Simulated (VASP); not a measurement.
# Zn32S31 (a cell with a defect) in VASP: notebook

The runs below take Zn32S31 (a cell with a defect) through single point, with PBEsol.

All numbers are computed with VASP 6.6.1; they aren't measurements. Logs are shortened: lines on timing, memory, paths and dates and some standing lists are left out, and cuts for length are marked.

## (1) The cell of the first run

The cell holds a defect, 63 atoms: a = 10.713 Å, b = 10.713 Å, c = 10.713 Å, α = 90.00°, β = 90.00°, γ = 90.00°.

## (2) Single point, PBEsol

Input file INCAR:

```
PREC = Accurate
ENCUT = 400
EDIFF = 1E-6
ISMEAR = -1
SIGMA = 0.05
LREAL = Auto
LASPH = True
NELM = 120
ALGO = Normal
ISIF = 2
LWAVE = False
LCHARG = True
GGA = PS
LELF = True
LVHAR = True
NBANDS = 322
ISYM = -1
GGA_COMPAT = False
```

Input file KPOINTS:

```
explicit points
1
Reciprocal
  0.25000000   0.25000000   0.25000000 1
```

Input file POSCAR:

```
Zn32S31
1.0
   10.7125360000      0.0000000000      0.0000000000
    0.0000000000     10.7125360000      0.0000000000
    0.0000000000      0.0000000000     10.7125360000
Zn S
32 31
Direct
    0.9999430000      0.9995250000      0.0003430000
    0.9968240000      0.9971340000      0.5011470000
    0.9969630000      0.5007900000      0.9975470000
    0.9989050000      0.5005300000      0.5004850000
    0.5008410000      0.9975320000      0.9977880000
    0.5005420000      0.9987810000      0.5009070000
    0.5009550000      0.5007860000      0.9993890000
    0.5173970000      0.5170120000      0.5176750000
    0.2501870000      0.2509190000      0.9999940000
    0.2527130000      0.2528970000      0.5011470000
    0.2527200000      0.7491910000      0.9976800000
    0.2510060000      0.7500300000      0.5009290000
    0.7487480000      0.2527620000      0.9973990000
    0.7499940000      0.2514910000      0.5010540000
    0.7500350000      0.7501800000      0.9986490000
    0.7312700000      0.7311410000      0.5190890000
    0.2502720000      0.9999680000      0.2508880000
    0.2526580000      0.9976000000      0.7490300000
    0.2529450000      0.5008220000      0.2531140000
    0.2513690000      0.5004600000      0.7502860000
    0.7488200000      0.9972620000      0.2533310000
    0.7499250000      0.9985340000      0.7504270000
    0.7500910000      0.5003790000      0.2515280000
    0.7301180000      0.5194680000      0.7303950000
    0.0000110000      0.2499720000      0.2503040000
    0.9972700000      0.2525600000      0.7488960000
    0.9978440000      0.7485360000      0.2526880000
    0.9984820000      0.7493900000      0.7503070000
    0.5008560000      0.2525820000      0.2528770000
    0.5005450000      0.2510080000      0.7503830000
    0.5003220000      0.7497320000      0.2514920000
    0.5185600000      0.7309260000      0.7316690000
    0.1251200000      0.1247710000      0.1250880000
    0.1248340000      0.1248550000      0.6250050000
    0.1249840000      0.6244960000      0.1249590000
    0.1248610000      0.6248320000      0.6253580000
    0.6250080000      0.1248650000      0.1252720000
    0.6250240000      0.1247620000      0.6253020000
    0.6252820000      0.6251300000      0.1253030000
    0.3757820000      0.3757760000      0.1251640000
    0.3805510000      0.3803220000      0.6246870000
    0.3755010000      0.8741160000      0.1251800000
    0.3808940000      0.8687820000      0.6263110000
    0.8739650000      0.3752870000      0.1251090000
    0.8690720000      0.3811770000      0.6262360000
    0.8740780000      0.8739690000      0.1255050000
    0.8688860000      0.8687150000      0.6241440000
    0.3758870000      0.1247990000      0.3761010000
    0.3753530000      0.1247810000      0.8744500000
    0.3805680000      0.6242330000      0.3811900000
    0.3807720000      0.6258800000      0.8695160000
    0.8739780000      0.1249560000      0.3758500000
    0.8742280000      0.1247960000      0.8745340000
    0.8689640000      0.6261060000      0.3810550000
    0.8684690000      0.6232730000      0.8689370000
    0.1248520000      0.3755730000      0.3758630000
    0.1245930000      0.3755580000      0.8741790000
    0.1246500000      0.8740420000      0.3758860000
    0.1249520000      0.8739760000      0.8742600000
    0.6242920000      0.3804800000      0.3808630000
    0.6259030000      0.3809930000      0.8692110000
    0.6258800000      0.8687250000      0.3811540000
    0.6234790000      0.8689280000      0.8692700000
```

Potentials or basis: VASP PAW PBE potentials, release 64 (Zn, S).

On the command line:

```console
cat potpaw_PBE.64/Zn/POTCAR potpaw_PBE.64/S/POTCAR > POTCAR
mpirun -np 1 vasp_std > vasp.out
```

OUTCAR:

```text
PREC = Accurate
   ENCUT = 400
   EDIFF = 1E-6
   ISMEAR = -1
   LREAL = Auto
   LASPH = True
   NELM = 120
   ISIF = 2
   GGA = PS
   ISYM = -1

 ion  position               nearest neighbor table
   1  1.000  1.000  0.000-  33 2.32  46 2.33  59 2.33  53 2.33
   2  0.997  0.997  0.501-  52 2.33  58 2.33  47 2.35  34 2.35
   3  0.997  0.501  0.998-  44 2.33  57 2.33  35 2.35  55 2.35
   4  0.999  0.501  0.500-  36 2.32  45 2.32  54 2.32  56 2.32
   5  0.501  0.998  0.998-  49 2.33  42 2.33  37 2.34  63 2.35
   6  0.501  0.999  0.501-  38 2.32  43 2.32  62 2.32  48 2.32
   7  0.501  0.501  0.999-  39 2.32  61 2.32  51 2.32  40 2.33
   8  0.517  0.517  0.518-  60 2.37  50 2.37  41 2.37
   9  0.250  0.251  1.000-  40 2.32  57 2.33  33 2.33  49 2.33
  10  0.253  0.253  0.501-  56 2.32  48 2.33  41 2.34  34 2.35
  11  0.253  0.749  0.998-  42 2.32  59 2.33  51 2.35  35 2.35
  12  0.251  0.750  0.501-  43 2.31  50 2.32  58 2.32  36 2.32
  13  0.749  0.253  0.997-  44 2.32  53 2.33  61 2.35  37 2.35
  14  0.750  0.251  0.501-  45 2.31  60 2.32  52 2.32  38 2.33
  15  0.750  0.750  0.999-  46 2.32  63 2.32  55 2.32  39 2.33
  16  0.731  0.731  0.519-  47 2.37  54 2.37  62 2.37
  17  0.250  1.000  0.251-  48 2.32  33 2.32  58 2.33  42 2.33
  18  0.253  0.998  0.749-  49 2.32  59 2.33  34 2.34  43 2.35
  19  0.253  0.501  0.253-  40 2.32  56 2.33  50 2.35  35 2.35
  20  0.251  0.500  0.750-  51 2.31  41 2.32  57 2.32  36 2.32
  21  0.749  0.997  0.253-  52 2.32  46 2.33  62 2.35  37 2.35
  22  0.750  0.999  0.750-  53 2.32  63 2.32  47 2.32  38 2.33
  23  0.750  0.500  0.252-  54 2.32  60 2.32  44 2.32  39 2.32
  24  0.730  0.519  0.730-  55 2.37  45 2.38  61 2.38
  25  0.000  0.250  0.250-  33 2.32  56 2.33  44 2.33  52 2.33
  26  0.997  0.253  0.749-  57 2.32  53 2.33  34 2.35  45 2.35
  27  0.998  0.749  0.253-  58 2.32  46 2.33  35 2.34  54 2.35
  28  0.998  0.749  0.750-  59 2.32  55 2.32  47 2.32  36 2.32
  29  0.501  0.253  0.253-  48 2.33  40 2.33  60 2.35  37 2.35
  30  0.501  0.251  0.750-  61 2.32  41 2.32  49 2.32  38 2.32
  31  0.500  0.750  0.251-  62 2.32  50 2.32  42 2.32  39 2.32
  32  0.519  0.731  0.732-  63 2.37  51 2.37  43 2.37
  33  0.125  0.125  0.125-   1 2.32  25 2.32  17 2.32   9 2.33
  34  0.125  0.125  0.625-  18 2.34  26 2.35   2 2.35  10 2.35
  35  0.125  0.624  0.125-  27 2.34   3 2.35  11 2.35  19 2.35
  36  0.125  0.625  0.625-   4 2.32  12 2.32  20 2.32  28 2.32
  37  0.625  0.125  0.125-   5 2.34  29 2.35  21 2.35  13 2.35
  38  0.625  0.125  0.625-   6 2.32  30 2.32  14 2.33  22 2.33
[... 23 lines left out ...]
  62  0.626  0.869  0.381-  31 2.32   6 2.32  21 2.35  16 2.37
  63  0.623  0.869  0.869-  15 2.32  22 2.32   5 2.35  32 2.37

IMPORTANT INFORMATION: All symmetrisations will be switched off!
NOSYMM: (Re-)initialisation of all symmetry stuff for point group C_1.

----------------------------------------------------------------------------------------

                                     Primitive cell

  volume of cell :    1229.3538

  direct lattice vectors                    reciprocal lattice vectors
    10.712536000  0.000000000  0.000000000     0.093348578  0.000000000  0.000000000
     0.000000000 10.712536000  0.000000000     0.000000000  0.093348578  0.000000000
     0.000000000  0.000000000 10.712536000     0.000000000  0.000000000  0.093348578

  length of vectors
    10.712536000 10.712536000 10.712536000     0.093348578  0.093348578  0.093348578

  position of ions in fractional coordinates (direct lattice)
     0.999943000  0.999525000  0.000343000
     0.996824000  0.997134000  0.501147000
     0.996963000  0.500790000  0.997547000
     0.998905000  0.500530000  0.500485000
     0.500841000  0.997532000  0.997788000
     0.500542000  0.998781000  0.500907000
[... 55 lines left out ...]
     0.625880000  0.868725000  0.381154000
     0.623479000  0.868928000  0.869270000

  ion indices of the primitive-cell ions
   primitive index   ion index
                 1           1
                 2           2
                 3           3
                 4           4
                 5           5
                 6           6
[... 55 lines left out ...]
                62          62
                63          63

----------------------------------------------------------------------------------------

 KPOINTS: explicit points

Read explicit list of k-points.

 Found      1 k-points:

 Following reciprocal coordinates:
            Coordinates               Weight
  0.250000  0.250000  0.250000      1.000000
   k-points           NKPTS =      1   k-points in BZ     NKDIM =      1   number of bands    NBANDS=    322
   number of dos      NEDOS =    301   number of ions     NIONS =     63
   total plane-waves  NPLWV = 343000
   dimension x,y,z NGX =    70 NGY =   70 NGZ =   70
   dimension x,y,z NGXF=   140 NGYF=  140 NGZF=  140
   ions per type =              32  31
   NGX,Y,Z   is equivalent  to a cutoff of  10.86, 10.86, 10.86 a.u.
   NGXF,Y,Z  is equivalent  to a cutoff of  21.73, 21.73, 21.73 a.u.
 SYSTEM =  unknown system
   PREC   = accura    normal or accurate (medium, high low for compatibility)
   ISTART =      0    job   : 0-new  1-cont  2-samecut
   ICHARG =      2    charge: 1-file 2-atom 10-const
   ISPIN  =      1    spin polarized calculation?
   LNONCOLLINEAR =      F non collinear calculations
   LSORBIT =      F    spin-orbit coupling
   LASPH  =      T    aspherical Exc in radial PAW
   ENCUT  =  400.0 eV  29.40 Ry    5.42 a.u.  17.47 17.47 17.47*2*pi/ulx,y,z
   NELM   =    120;   NELMIN=  2; NELMDL= -5     # of ELM steps
   EDIFF  = 0.1E-05   stopping-criterion for ELM
   LREAL  =      T    real-space projection
   EDIFFG = 0.1E-04   stopping-criterion for IOM
   NSW    =      0    number of steps for IOM
   IBRION =     -1    ionic relax: 0-MD 1-quasi-New 2-CG
   NFREE  =      0    steps in history (QN), initial steepest desc. (CG)
   ISIF   =      2    stress and relaxation
   ISYM   =     -1    0-nonsym 1-usesym 2-fastsym
   POTIM  = 0.5000    time-step for ionic-motion
   TEBEG  =    0.0;   TEEND  =   0.0 temperature during run
   PSTRESS=    0.0 pullay stress
   NELECT =     570.0000    total number of electrons
   NUPDOWN=      -1.0000    fix difference up-down
   EMIN   =  10.00;   EMAX   =-10.00  energy-range for DOS
   EFERMI =   0.00;   METHOD = LEGACY
   ISMEAR =    -1;   SIGMA  =   0.05  broadening in eV -4-tet -1-fermi 0-gaus
   EFERMI_NEDOS =   21; number of points for ismear=-14 and -15
   IALGO  =     38    algorithm
   IMIX   =      4    mixing-type and parameters
     AMIX     =   0.40;   BMIX     =  1.00
     AMIX_MAG =   1.60;   BMIX_MAG =  1.00
  volume/ion in A,a.u.               =      19.51       131.68
  Fermi-wavevector in a.u.,A,eV,Ry     =   1.267090  2.394453 21.844388  1.605517
  Thomas-Fermi vector in A             =   2.400256
   LORBIT       =      0    0 simple, 1 ext, 2 COOP (PROOUT), +10 PAW based schemes
   GGA     = PS    functional components
   LHFCALC =     F    Hartree Fock is set to
   AEXX    =    0.0000 exact exchange contribution
   IVDW    =     0    specifies the selected vdW correction
   LEPSILON=     F    determine dielectric tensor
   LRPA    =     F    only Hartree local field effects (RPA)
 non-spin polarized calculation
  energy-cutoff  :      400.00
  volume of cell :     1229.35
 maximum number of plane-waves:     22331
 NGX is ok and might be reduce to    70
   NGX = 35   NGY = 35   NGZ = 35

 number of electron     569.9999908 magnetization

 Free energy of the ion-electron system (eV)
  ---------------------------------------------------
  ext. energy  EPLUGINS =         0.00000000
  ---------------------------------------------------
  free energy    TOTEN  =      -234.73648464 eV

  energy without entropy =     -234.73648464  energy(sigma->0) =     -234.73648464

 E-fermi :   3.1997     XC(G=0):  -9.9200

 val. band max:        1.9490318948   @ k =   0.2500   0.2500   0.2500
 cond. band min:       4.3703747987   @ k =   0.2500   0.2500   0.2500
 fundamental gap:      2.4213429038
 Fermi energy:         3.1996725676

 k-point     1 :       0.2500    0.2500    0.2500
  band No.  band energies     occupation
      1     -11.0175      2.00000
      2     -10.7337      2.00000
      3     -10.7328      2.00000
      4     -10.7053      2.00000
      5     -10.4981      2.00000
      6     -10.4972      2.00000
[... 289 lines left out ...]
    296       6.1577      0.00000
    297       6.1883      0.00000
 [bands above 297 left out]

------------------------ aborting loop because EDIFF is reached ----------------------------------------

  FORCE on cell =-STRESS in cart. coord.  units (eV):
  Direction    XX          YY          ZZ          XY          YZ          ZX
  --------------------------------------------------------------------------------------
  -------------------------------------------------------------------------------------
  Total      -11.4184433    -11.4207561    -11.4174410     -1.4296907     -1.3855344     -1.3947027
  in kB      -14.8812907    -14.8843048    -14.8799843     -1.8632700     -1.8057225     -1.8176713
  external PRESSURE =     -14.8818599 kB  Pullay stress =       0.0000000 kB

 VOLUME and BASIS-vectors are now :
 -----------------------------------------------------------------------------
  energy-cutoff  :      400.00
  volume of cell :     1229.35
      direct lattice vectors                 reciprocal lattice vectors
    10.712536000  0.000000000  0.000000000     0.093348578  0.000000000  0.000000000
     0.000000000 10.712536000  0.000000000     0.000000000  0.093348578  0.000000000
     0.000000000  0.000000000 10.712536000     0.000000000  0.000000000  0.093348578

 POSITION                                       TOTAL-FORCE (eV/Angst)
 -----------------------------------------------------------------------------------
     10.71193     10.70745      0.00367         0.001348      0.008707     -0.002376
     10.67851     10.68183      5.36856         0.023150      0.017266      0.007340
     10.68000      5.36473     10.68626         0.011288      0.001785      0.004736
     10.70081      5.36195      5.36146         0.003253      0.003041      0.007277
      5.36528     10.68610     10.68884         0.004531      0.005015      0.007968
      5.36207     10.69948      5.36598         0.004688     -0.004361     -0.000807
[... 55 lines left out ...]
      6.70476      9.30625      4.08313        -0.001250      0.006300      0.011231
      6.67904      9.30842      9.31209        -0.010573      0.002422     -0.002590
 -----------------------------------------------------------------------------------
    total drift:                                0.006249      0.008296      0.004211

  FREE ENERGIE OF THE ION-ELECTRON SYSTEM (eV)
  ---------------------------------------------------
  free  energy   TOTEN  =      -234.7364846400 eV

  energy  without entropy=     -234.7364846398  energy(sigma->0) =     -234.73648464
```

It took 9 min on 1 thread of Intel Xeon Platinum 8488C (Sapphire Rapids), shared host; peak memory 0.76 GiB.

Results:

```yaml
Free_energy: -234.7365 eV
Pressure: -1.5 GPa
Largest_force: 0.030 eV/Å
Band_gap_on_the_k_mesh: 2.42 eV
```

Forces in eV/Å, atoms in the order of the input:
```
Zn   0.001  0.009 -0.002
Zn   0.023  0.017  0.007
Zn   0.011  0.002  0.005
Zn   0.003  0.003  0.007
Zn   0.005  0.005  0.008
Zn   0.005 -0.004 -0.001
Zn  -0.013 -0.010 -0.001
Zn   0.006  0.006  0.012
Zn   0.005 -0.021  0.009
Zn   0.002 -0.012  0.003
Zn  -0.005 -0.014  0.009
Zn   0.001 -0.006  0.003
Zn   0.003 -0.005  0.010
Zn   0.001 -0.009  0.001
Zn   0.001 -0.015 -0.003
Zn  -0.011 -0.013  0.007
Zn   0.007 -0.002 -0.002
Zn  -0.002 -0.007  0.003
Zn  -0.004  0.008  0.005
Zn  -0.007  0.002 -0.001
Zn   0.002  0.009 -0.007
Zn  -0.003 -0.008 -0.007
Zn  -0.004  0.005  0.004
Zn  -0.011  0.003 -0.009
Zn   0.001  0.010  0.011
Zn   0.005  0.002  0.008
Zn  -0.005  0.005  0.006
Zn  -0.006  0.008  0.004
Zn   0.009  0.005  0.008
Zn   0.004  0.000  0.002
Zn   0.006  0.001  0.001
Zn   0.012 -0.008 -0.008
S    0.000  0.006 -0.007
S   -0.008 -0.008 -0.008
S    0.003  0.013 -0.002
S    0.004 -0.004 -0.011
S    0.000 -0.004 -0.008
S    0.007  0.005  0.004
S   -0.005  0.000 -0.003
S    0.005 -0.002 -0.007
S    0.003  0.007 -0.009
S   -0.005 -0.004  0.011
S   -0.001  0.012  0.006
S    0.001  0.000 -0.001
S   -0.014 -0.003  0.010
S    0.007  0.004 -0.010
S   -0.004  0.003 -0.006
S   -0.017  0.004 -0.002
S   -0.001  0.009 -0.002
S   -0.006 -0.009 -0.011
S    0.008  0.003 -0.001
S   -0.005 -0.004 -0.001
S   -0.001  0.004 -0.006
S    0.011 -0.007  0.000
S    0.000  0.004  0.009
S   -0.004 -0.002 -0.011
S   -0.001 -0.001 -0.005
S    0.005 -0.005 -0.008
S   -0.009  0.003 -0.004
S   -0.012 -0.001 -0.009
S    0.008  0.001 -0.014
S   -0.001  0.006  0.011
S   -0.011  0.002 -0.003
```

Levels at points of the mesh, in eV from the valence-band top:
```tsv
k point	band 283	band 284	band 285	band 286	band 287	band 288
(0.25, 0.25, 0.25)	-0.03	-0.03	0.00	2.42	2.83	2.83
```

Caveat: the PAW data sets were made with another functional, which shifts forces and pressure a little.

(Continued in part 2 of 2.)
